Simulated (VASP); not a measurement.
Wanted: the native input for a VASP 6.6.1 run.

```
Task                    : single point
Functional              : PBE
Potentials or basis     : VASP PAW PBE potentials, release 64 (Ge_d, Pd)
Cutoff                  : 520 eV
k mesh                  : 12 × 12 × 10
Occupations             : gaussian, width 0.1 eV
Spin                    : no spin polarisation
Dipole correction       : no
k mesh for the DOS      : 18 × 18 × 15
Occupations for the DOS : tetrahedron
Further INCAR settings  : ALGO = Normal; EDIFF = 1e-06
```

The system is Ge3Pd.

```
CELL_PARAMETERS angstrom
4.12728 0.00000 0.00000
0.00000 4.12728 0.00000
0.00000 0.00000 4.27475
ATOMIC_POSITIONS crystal
Ge 0.50000 0.00000 0.11504
Ge 0.00000 0.50000 0.11504
Ge 0.00000 0.00000 0.66217
Pd 0.50000 0.50000 0.51305
```

One way to write it, as run:

POSCAR

```
Ge3Pd
1.0
    4.1272773555      0.0000000000      0.0000000000
    0.0000000000      4.1272773555      0.0000000000
    0.0000000000      0.0000000000      4.2747539754
Ge Pd
3 1
Direct
    0.5000000000      0.0000000000      0.1150356625
    0.0000000000      0.5000000000      0.1150356625
    0.0000000000      0.0000000000      0.6621714644
    0.5000000000      0.5000000000      0.5130478806
```

INCAR.step1

```
SYSTEM = Ge3Pd
PREC     = Accurate       ! precision mode
ENCUT    = 520            ! plane-wave cutoff, eV
EDIFF    = 1E-6           ! SCF threshold, eV
ISMEAR   = 0              ! smearing method
SIGMA    = 0.1            ! smearing width, eV
LREAL    = .FALSE.        ! projectors in reciprocal space
LASPH    = .TRUE.         ! aspherical terms in the spheres
NELM     = 60             ! most SCF steps
ALGO     = Normal         ! electronic algorithm
ISIF     = 2              ! what is computed and relaxed
LWAVE    = .FALSE.        ! write WAVECAR
LCHARG   = .TRUE.         ! write CHGCAR
LMAXMIX  = 4              ! l up to which the mixer works
GGA      = PE             ! functional
NBANDS   = 34             ! bands
```

KPOINTS.step1

```
Automatic mesh
0
G
  12 12 10
  0 0 0
```

INCAR.step2

```
SYSTEM = Ge3Pd
PREC     = Accurate       ! precision mode
ENCUT    = 520            ! plane-wave cutoff, eV
EDIFF    = 1E-6           ! SCF threshold, eV
ISMEAR   = -5             ! smearing method
SIGMA    = 0.1            ! smearing width, eV
LREAL    = .FALSE.        ! projectors in reciprocal space
LASPH    = .TRUE.         ! aspherical terms in the spheres
NELM     = 60             ! most SCF steps
ALGO     = Normal         ! electronic algorithm
ISIF     = 2              ! what is computed and relaxed
LWAVE    = .FALSE.        ! write WAVECAR
LCHARG   = .FALSE.        ! write CHGCAR
LMAXMIX  = 4              ! l up to which the mixer works
GGA      = PE             ! functional
LORBIT   = 11             ! projections on sites
NEDOS    = 1001           ! points of the DOS
ICHARG   = 11             ! starting density
```

KPOINTS.step2

```
Automatic mesh
0
G
  18 18 15
  0 0 0
```

Potentials or basis: VASP PAW PBE potentials, release 64 (Ge_d, Pd).

The run is started by

```bash
$ cat potpaw_PBE.64/Ge_d/POTCAR potpaw_PBE.64/Pd/POTCAR > POTCAR
$ cp INCAR.step1 INCAR
$ cp KPOINTS.step1 KPOINTS
$ mpirun -np 1 vasp_std > vasp.out
$ cp INCAR.step2 INCAR
$ cp KPOINTS.step2 KPOINTS
$ mpirun -np 1 vasp_std > vasp.out
```

Results of the run:

* Valence electrons inside the program's atomic spheres: Ge 12.21, 12.18 (each value once); Pd 9.38

It took 5.5 min on 1 thread of AMD EPYC 9R45 96-Core Processor (Zen 5) (shared host), peak memory 0.82 GiB.
